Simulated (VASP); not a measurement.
**TiTe2: single point with PBE+D3(BJ)**

TiTe2:

```
Ti Te
1.0
     3.58681    0.00000    0.00000
    -1.79341    3.10627    0.00000
     0.00000    0.00000    6.16845
Ti Te
1 2
Direct
  0.00000 0.00000 0.00000
  0.66667 0.33333 0.28211
  0.33333 0.66667 0.71789
```

```json
{"Program": "VASP 6.6.1", "Task": "single point", "Functional": "PBE", "Dispersion": "D3(BJ)", "Potentials or basis": "VASP PAW PBE potentials, release 64 (Ti_sv, Te)", "Cutoff": "520 eV", "k mesh": "12 × 12 × 8", "Occupations": "gaussian, width 0.1 eV", "Spin": "no spin polarisation", "Dipole correction": "no", "Further INCAR settings": "ALGO = Normal; EDIFF = 1e-06; NBANDS = 19"}
```

| Property | Result |
| --- | --- |
| Pressure | 5.2 GPa |
| Largest force | 0.006 eV/Å |
| Band gap on the k mesh | zero (bands 12 and 13 overlap by 0.88 eV) |
| Dispersion energy per atom | -0.575 eV |

Forces on the atoms (eV/Å):
```
Ti   0.000  0.000  0.000
Te   0.000  0.000  0.006
Te   0.000  0.000 -0.006
```

Stress tensor (GPa, compression positive):
```
5.24 0.00 0.00
0.00 5.24 0.00
0.00 0.00 5.10
```

Levels at points of the mesh, in eV from the Fermi level:
| k point | band 9 | band 10 | band 11 | band 12 | band 13 | band 14 | band 15 | band 16 |
| --- | --- | --- | --- | --- | --- | --- | --- | --- |
| (0.00, 0.00, 0.00) | -1.57 | 0.11 | 0.52 | 0.52 | 1.09 | 1.60 | 1.60 | 3.16 |
| (0.50, 0.00, 0.00) | -3.22 | -2.71 | -1.70 | -1.33 | -0.12 | 1.50 | 1.86 | 2.55 |
| (0.00, 0.00, 0.50) | -1.42 | -1.42 | 0.50 | 0.50 | 0.93 | 0.93 | 1.29 | 4.01 |
| (0.50, 0.00, 0.50) | -2.84 | -2.26 | -0.78 | -0.58 | -0.24 | 1.50 | 1.90 | 2.56 |

Run time: 64 s on 1 thread of AMD EPYC 9R45 96-Core Processor (Zen 5), with other jobs on the host, peak memory 0.29 GiB.

Caveat: the cell stands under pressure; spin-orbit coupling is left out, which moves the levels of the heavy elements.
